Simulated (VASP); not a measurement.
# Zn5O2 in VASP: further runs, part 2 of 2

VASP 6.6.1.

## (3) Single point, r2SCAN

This run uses another cell than the first one, of 14.13 Å³/atom.

POSCAR

```
Zn5O2
1.0
    3.1394509548      0.0000000000      0.0000000000
   -1.5697254774      2.7188442808      0.0000000000
    0.0000000000      0.0000000000     11.5916231111
Zn O
5 2
Direct
    0.3333333333      0.6666666667      0.4844861005
    0.0000000000      0.0000000000      0.2410777271
    0.6666666667      0.3333333333      0.0033993354
    0.6666666667      0.3333333333      0.6691478489
    0.3333333333      0.6666666667      0.8410879516
    0.0000000000      0.0000000000      0.4092080479
    0.6666666667      0.3333333333      0.1715929886
```

INCAR.step1

```
ALGO     = Normal         # electronic algorithm
EDIFF    = 1E-4           # SCF threshold, eV
ENCUT    = 520            # plane-wave cutoff, eV
GGA      = PE             # functional
ISMEAR   = 0              # smearing method
LASPH    = True           # aspherical terms in the spheres
LCHARG   = False          # write CHGCAR
LREAL    = False          # projectors in reciprocal space
LWAVE    = True           # write WAVECAR
NBANDS   = 45             # bands
NELM     = 100            # most SCF steps
PREC     = Accurate       # precision mode
SIGMA    = 0.1            # smearing width, eV
```

INCAR.step2

```
ALGO     = Normal         # electronic algorithm
EDIFF    = 1E-6           # SCF threshold, eV
ENCUT    = 520            # plane-wave cutoff, eV
ISIF     = 2              # what is computed and relaxed
ISMEAR   = 0              # smearing method
ISTART   = 1            
LASPH    = True           # aspherical terms in the spheres
LCHARG   = True           # write CHGCAR
LELF     = True           # ELF
LMIXTAU  = True         
LREAL    = False          # projectors in reciprocal space
LVHAR    = True         
LWAVE    = False          # write WAVECAR
METAGGA  = R2SCAN         # meta-GGA
NBANDS   = 45             # bands
NELM     = 100            # most SCF steps
PREC     = Accurate       # precision mode
SIGMA    = 0.1            # smearing width, eV
```

KPOINTS

```
k-points
0
Gamma
  12 12 4
```

Potentials or basis: VASP PAW PBE potentials, release 64 (Zn, O).

The run is started by

```console
> cat potpaw_PBE.64/Zn/POTCAR potpaw_PBE.64/O/POTCAR > POTCAR
> cp INCAR.step1 INCAR
> mpirun -np 1 vasp_std > vasp.out
> cp INCAR.step2 INCAR
> mpirun -np 1 vasp_std > vasp.out
```

OUTCAR:

```text
EDIFF = 1E-6
   ENCUT = 520
   ISIF = 2
   ISMEAR = 0
   ISTART = 1
   LASPH = True
   LREAL = False
   METAGGA = R2SCAN
   NELM = 100
   PREC = Accurate

 ion  position               nearest neighbor table
   1  0.333  0.667  0.484-   6 2.01   6 2.01   6 2.01   4 2.80   4 2.80   4 2.80
   2  0.000  0.000  0.241-   6 1.95   7 1.98   7 1.98   7 1.98
   3  0.667  0.333  0.003-   7 1.95   5 2.61   5 2.61   5 2.61
   4  0.667  0.333  0.669-   5 2.69   5 2.69   5 2.69   1 2.80   1 2.80   1 2.80
   5  0.333  0.667  0.841-   3 2.61   3 2.61   3 2.61   4 2.69   4 2.69   4 2.69
   6  0.000  0.000  0.409-   2 1.95   1 2.01   1 2.01   1 2.01
   7  0.667  0.333  0.172-   3 1.95   2 1.98   2 1.98   2 1.98

  LATTYP: Found a hexagonal cell.
 ALAT       =     3.1394509548
 C/A-ratio  =     3.6922453251

  Lattice vectors:

 A1 = (   3.1394509548,   0.0000000000,   0.0000000000)
 A2 = (  -1.5697254774,   2.7188442808,   0.0000000000)
 A3 = (   0.0000000000,   0.0000000000,  11.5916231111)

Analysis of symmetry for initial positions (statically):
=====================================================================
 Subroutine PRICEL returns:
 Original cell was already a primitive cell.

 Routine SETGRP: Setting up the symmetry group for a
 hexagonal supercell.

 Subroutine GETGRP returns: Found  6 space group operations
 (whereof  6 operations were pure point group operations)
 out of a pool of 24 trial point group operations.

The static configuration has the point symmetry C_3v.

Analysis of symmetry for dynamics (positions and initial velocities):
=====================================================================
 Subroutine PRICEL returns:
 Original cell was already a primitive cell.

 Routine SETGRP: Setting up the symmetry group for a
 hexagonal supercell.
[... 134 lines left out ...]
     AMIX     =   0.40;   BMIX     =  1.00
     AMIX_MAG =   1.60;   BMIX_MAG =  1.00
  volume/ion in A,a.u.               =      14.13        95.39
  Fermi-wavevector in a.u.,A,eV,Ry     =   1.472510  2.782640 29.501315  2.168286
  Thomas-Fermi vector in A             =   2.587516
   LORBIT       =      0    0 simple, 1 ext, 2 COOP (PROOUT), +10 PAW based schemes
   METAGGA = R2SCAN    functional components
   LHFCALC =     F    Hartree Fock is set to
   AEXX    =    0.0000 exact exchange contribution
   IVDW    =     0    specifies the selected vdW correction
   LEPSILON=     F    determine dielectric tensor
   LRPA    =     F    only Hartree local field effects (RPA)
 non-spin polarized calculation
 Gauss-broadening in eV      SIGMA  =   0.10
  energy-cutoff  :      520.00
  volume of cell :       98.94
 maximum number of plane-waves:      2694
   NGX = 11   NGY = 11   NGZ = 43

 number of electron      71.9999946 magnetization

 Free energy of the ion-electron system (eV)
  ---------------------------------------------------
  ext. energy  EPLUGINS =         0.00000000
  ---------------------------------------------------
  free energy    TOTEN  =       -61.97726571 eV

  energy without entropy =      -61.96791188  energy(sigma->0) =      -61.97258880

 E-fermi :   2.3348     XC(G=0): -11.7857

 val. band max:        2.3261152540   @ k =   0.3333   0.3333   0.0000
 cond. band min:       2.3384831403   @ k =   0.2500   0.1667   0.2500
 fundamental gap:      0.0123678862
 Fermi energy:         2.3347963245

 k-point     1 :       0.0000    0.0000    0.0000
  band No.  band energies     occupation
      1     -18.2659      2.00000
      2     -17.8088      2.00000
      3      -7.1447      2.00000
      4      -5.9972      2.00000
      5      -5.8200      2.00000
      6      -5.6781      2.00000
[... 1141 lines left out ...]
     44      12.6682      0.00000
     45      12.8702      0.00000

 [... further k-points ...]

------------------------ aborting loop because EDIFF is reached ----------------------------------------

  FORCE on cell =-STRESS in cart. coord.  units (eV):
  Direction    XX          YY          ZZ          XY          YZ          ZX
  --------------------------------------------------------------------------------------
  -------------------------------------------------------------------------------------
  Total       -2.5765324     -2.5765324     -2.5717887      0.0000000      0.0000000      0.0000000
  in kB      -41.7218829    -41.7218829    -41.6450682      0.0000000      0.0000000      0.0000000
  external PRESSURE =     -41.6962780 kB  Pullay stress =       0.0000000 kB

 VOLUME and BASIS-vectors are now :
 -----------------------------------------------------------------------------
  energy-cutoff  :      520.00
  volume of cell :       98.94
      direct lattice vectors                 reciprocal lattice vectors
     3.139450955  0.000000000  0.000000000     0.318527034  0.183901669  0.000000000
    -1.569725477  2.718844281  0.000000000     0.000000000  0.367803337  0.000000000
     0.000000000  0.000000000 11.591623111     0.000000000  0.000000000  0.086269195

 POSITION                                       TOTAL-FORCE (eV/Angst)
 -----------------------------------------------------------------------------------
     -0.00000      1.81256      5.61598         0.000000      0.000000     -0.183255
      0.00000      0.00000      2.79448        -0.000000      0.000000     -0.011624
      1.56973      0.90628      0.03940        -0.000000      0.000000      0.116281
      1.56973      0.90628      7.75651        -0.000000      0.000000      0.034650
     -0.00000      1.81256      9.74957        -0.000000     -0.000000      0.024512
      0.00000      0.00000      4.74339         0.000000      0.000000     -0.004472
      1.56973      0.90628      1.98904         0.000000      0.000000      0.023909
 -----------------------------------------------------------------------------------
    total drift:                               -0.000048      0.000030      0.010922

  FREE ENERGIE OF THE ION-ELECTRON SYSTEM (eV)
  ---------------------------------------------------
  free  energy   TOTEN  =       -61.9772657120 eV

  energy  without entropy=      -61.9679118800  energy(sigma->0) =      -61.97258880
```

OUTCAR.step1:

```text
EDIFF = 1E-4
   ENCUT = 520
   GGA = PE
   ISMEAR = 0
[... 1393 lines left out ...]
      1.56973      0.90628      7.75651        -0.000000      0.000000     -0.010025
     -0.00000      1.81256      9.74957         0.000000     -0.000000     -0.001155
      0.00000      0.00000      4.74339        -0.000000     -0.000000      0.014563
      1.56973      0.90628      1.98904        -0.000000      0.000000     -0.006428
 -----------------------------------------------------------------------------------
    total drift:                                0.000003      0.000000     -0.001633

  FREE ENERGIE OF THE ION-ELECTRON SYSTEM (eV)
  ---------------------------------------------------
  free  energy   TOTEN  =       -20.3294019023 eV

  energy  without entropy=      -20.3194423317  energy(sigma->0) =      -20.32442212
```

OSZICAR.step1:

```text
N       E                     dE             d eps       ncg     rms          rms(c)
DAV:   1     0.633679900826E+03    0.63368E+03   -0.34698E+04  6210   0.240E+03
DAV:   2     0.643629317940E+02   -0.56932E+03   -0.54328E+03  6298   0.508E+02
DAV:   3    -0.203089795352E+02   -0.84672E+02   -0.83218E+02  6617   0.178E+02
DAV:   4    -0.244057896375E+02   -0.40968E+01   -0.40730E+01  7047   0.395E+01
DAV:   5    -0.244431511033E+02   -0.37361E-01   -0.37347E-01  6709   0.367E+00    0.153E+01
DAV:   6    -0.200774901159E+02    0.43657E+01   -0.15613E+01 10005   0.646E+01    0.868E+00
DAV:   7    -0.204035240766E+02   -0.32603E+00   -0.46423E+00  6421   0.182E+01    0.631E+00
DAV:   8    -0.204741463348E+02   -0.70622E-01   -0.19853E+00  8297   0.297E+01    0.258E+00
DAV:   9    -0.203382815169E+02    0.13586E+00   -0.50695E-01  9642   0.146E+01    0.115E+00
DAV:  10    -0.203262960087E+02    0.11986E-01   -0.17372E-01  8249   0.409E+00    0.206E-01
DAV:  11    -0.203294547577E+02   -0.31587E-02   -0.32476E-02  6750   0.154E+00    0.178E-01
DAV:  12    -0.203294019023E+02    0.52855E-04   -0.79142E-04  6945   0.714E-01
   1 F= -.20329402E+02 E0= -.20324422E+02  d E =-.995957E-02
```

Run time: 16 min. Hardware: 1 thread of Intel Xeon 8259CL, shared host; peak memory 0.38 GiB.

What came out:

```yaml
Free_energy: -61.9773 eV
Pressure: -4.2 GPa
Largest_force: 0.183 eV/Å
Band_gap_on_the_k_mesh: zero (bands 36 and 37 overlap by 0.74 eV)
```

Forces in eV/Å, atoms in the order of the input:
```
Zn   0.000  0.000 -0.183
Zn   0.000  0.000 -0.012
Zn   0.000  0.000  0.116
Zn   0.000  0.000  0.035
Zn   0.000  0.000  0.025
O    0.000  0.000 -0.004
O    0.000  0.000  0.024
```

Caveat: the cell stands under tension; semilocal functionals underestimate gaps, so a narrow gap can read as zero; the PAW data sets were made with another functional, which shifts forces and pressure a little.

## (4) Single point, PBE

This run uses another cell than the first one, of 14.13 Å³/atom.

INCAR

```
PREC     = Accurate       # precision mode
ENCUT    = 520            # plane-wave cutoff, eV
EDIFF    = 1E-6           # SCF threshold, eV
ISMEAR   = 0              # smearing method
SIGMA    = 0.2            # smearing width, eV
LREAL    = F              # projectors in reciprocal space
LASPH    = T              # aspherical terms in the spheres
NELM     = 80             # most SCF steps
ALGO     = Normal         # electronic algorithm
ISIF     = 2              # what is computed and relaxed
LWAVE    = F              # write WAVECAR
LCHARG   = T              # write CHGCAR
GGA      = PE             # functional
LELF     = T              # ELF
LVHAR    = T            
NBANDS   = 45             # bands
```

KPOINTS

```
Automatic mesh
0
Gamma
  12 12 2
```

POSCAR

```
Zn5O2
1.0
    3.1352319191     -0.0083078950      0.0038237875
   -1.5748205196      2.7214662265     -0.0002031072
    0.0138600157      0.0071027435     11.6093116436
Zn O
5 2
Direct
    0.3276751151      0.6656928988      0.4844598699
   -0.0016778089     -0.0007672743      0.2412937016
    0.6705412652      0.3341592524      0.0037310190
    0.6680747157      0.3338224331      0.6686763504
    0.3384959188      0.6677514159      0.8411095579
   -0.0038407405     -0.0005459842      0.4090798718
    0.6673982012      0.3332205916      0.1716496293
```

The run is started by

```console
> cat potpaw_PBE.64/Zn/POTCAR potpaw_PBE.64/O/POTCAR > POTCAR
> mpirun -np 1 vasp_std > vasp.out
```

Run time: 10 min. Hardware: 1 thread of Intel Xeon Platinum 8488C (Sapphire Rapids), shared host; peak memory 0.56 GiB.

Results (log left out):

```yaml
Free_energy: -20.3377 eV
Pressure: 0.6 GPa
Largest_force: 0.060 eV/Å
Band_gap_on_the_k_mesh: zero (bands 36 and 37 overlap by 0.83 eV)
```

Forces on the atoms (eV/Å):
```
Zn  -0.003 -0.001  0.054
Zn  -0.003  0.000  0.006
Zn   0.000  0.000 -0.060
Zn   0.000  0.000  0.004
Zn   0.001  0.001 -0.007
O    0.003  0.001  0.004
O    0.002  0.001 -0.001
```

Stress tensor (GPa, compression positive):
```
 0.59  0.06 -0.02
 0.06  0.57 -0.03
-0.02 -0.03  0.76
```

Levels at points of the mesh, in eV from the Fermi level:
```
           k point  band 32  band 33  band 34  band 35  band 36  band 37  band 38  band 39  band 40  band 41
(0.00, 0.00, 0.00)    -2.66    -2.08    -2.06    -1.65    -1.64     1.19     1.89     5.24     6.64     9.92
(0.50, 0.00, 0.00)    -3.18    -3.17    -2.69    -2.40    -1.51    -0.48     1.62     2.50     4.60     4.84
(0.00, 0.50, 0.00)    -3.19    -3.16    -2.70    -2.39    -1.55    -0.52     1.60     2.50     4.59     4.81
(0.50, 0.50, 0.00)    -3.20    -3.14    -2.71    -2.38    -1.57    -0.54     1.59     2.50     4.59     4.80
(0.00, 0.00, 0.50)    -2.08    -2.06    -1.65    -1.64    -1.45    -0.01     3.56     3.76     8.12     8.49
(0.50, 0.00, 0.50)    -3.22    -3.18    -2.83    -2.41    -1.42    -0.35     1.44     2.39     4.80     5.35
(0.00, 0.50, 0.50)    -3.26    -3.15    -2.85    -2.39    -1.45    -0.38     1.41     2.37     4.82     5.33
(0.50, 0.50, 0.50)    -3.28    -3.14    -2.86    -2.38    -1.46    -0.40     1.39     2.36     4.83     5.32
```

## (5) Summary

| level | cell | k mesh | cutoff (eV) | smearing | gap on the mesh (eV) | pressure (GPa) | largest force (eV/Å) |
| --- | --- | --- | --- | --- | --- | --- | --- |
| PBE | a = 3.179, b = 3.179, c = 11.644 Å, angles 90.0, 90.0, 120.0°, 7 atoms, atomic positions A | 12 × 12 × 4 | 600 | gaussian 0.1 eV | none | -1.5 | 0.06 |
| r2SCAN | a = 3.139, b = 3.139, c = 11.592 Å, angles 90.0, 90.0, 120.0°, 7 atoms, atomic positions B | 12 × 12 × 4 | 520 | gaussian 0.1 eV | none | -4.2 | 0.18 |
| PBE | a = 3.135, b = 3.144, c = 11.609 Å, angles 90.0, 89.9, 120.2°, 7 atoms, atomic positions C | 12 × 12 × 2 | 520 | gaussian 0.2 eV | none | 0.6 | 0.06 |

Alike in all rows: task single point; potentials or basis VASP PAW PBE potentials, release 64 (Zn, O); no spin polarisation.

Caveats: semilocal functionals underestimate gaps, so a narrow gap can read as zero (at least some runs); the cell stands under tension (at least some runs); the PAW data sets were made with another functional, which shifts forces and pressure a little (at least some runs).

Total energies depend on the potentials used, so only differences within one code and one set of settings carry meaning.
